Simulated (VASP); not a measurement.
Wanted: the native input for a VASP 6.6.1 run.

- Task: single point
- Functional: r2SCAN
- Potentials or basis: VASP PAW PBE potentials, release 64 (Mg, Si)
- Cutoff: 520 eV
- k mesh: 18 × 18 × 14
- Occupations: gaussian, width 0.15 eV
- Spin: no spin polarisation
- Dipole correction: no
- Further INCAR settings: ALGO = Normal; EDIFF = 1e-06; NBANDS = 10

MgSi:

```
Mg Si
1.0
     2.81745    0.00000    0.00000
     0.00000    2.81745    0.00000
     0.00000    0.00000    4.37262
Mg Si
1 1
Direct
  0.00000 0.00000 0.00000
  0.50000 0.50000 0.50000
```

This cell differs from its parent crystal: ratio of the length along z to the lengths across it x 1.1, volume and fractional coordinates fixed.

The input as run:

POSCAR

```
MgSi
1.0
    2.8174465016      0.0000000000      0.0000000000
    0.0000000000      2.8174465016      0.0000000000
    0.0000000000      0.0000000000      4.3726209896
Mg Si
1 1
Direct
    0.0000000000      0.0000000000      0.0000000000
    0.5000000000      0.5000000000      0.5000000000
```

INCAR.step1

```
SYSTEM = MgSi
  PREC = Accurate
  ENCUT = 520
  ISMEAR = 0
  SIGMA = 0.15
  LREAL = .FALSE.
  LASPH = .TRUE.
  NELM = 60
  NBANDS = 10
  GGA = PE
  ALGO = Normal
  EDIFF = 1E-4
  LWAVE = .TRUE.
  LCHARG = .FALSE.
```

INCAR.step2

```
SYSTEM = MgSi
  PREC = Accurate
  ENCUT = 520
  EDIFF = 1E-6
  ISMEAR = 0
  SIGMA = 0.15
  LREAL = .FALSE.
  LASPH = .TRUE.
  NELM = 60
  ALGO = Normal
  ISIF = 2
  LWAVE = .FALSE.
  LCHARG = .TRUE.
  METAGGA = R2SCAN
  LMIXTAU = .TRUE.
  LELF = .TRUE.
  LVHAR = .TRUE.
  NBANDS = 10
  ISTART = 1
```

KPOINTS

```
regular mesh
0
G
  18 18 14
  0 0 0
```

Potentials or basis: VASP PAW PBE potentials, release 64 (Mg, Si).

The run is started by

```bash
$ cat potpaw_PBE.64/Mg/POTCAR potpaw_PBE.64/Si/POTCAR > POTCAR
$ cp INCAR.step1 INCAR
$ mpirun -np 1 vasp_std > vasp.out
$ cp INCAR.step2 INCAR
$ mpirun -np 1 vasp_std > vasp.out
```

It gave:

```
Pressure               : -2.0 GPa
Band gap on the k mesh : zero (bands 3 and 4 overlap by 7.42 eV)
```

Caveat: the stress differs along the axes, from -8 to 1 GPa; the PAW data sets were made with another functional, which shifts forces and pressure a little.

It took 4.7 min on 1 thread of Intel(R) Xeon(R) Platinum 8259CL CPU @ 2.50GHz (Skylake/Cascade Lake), on a shared host, peak memory 0.3 GiB.
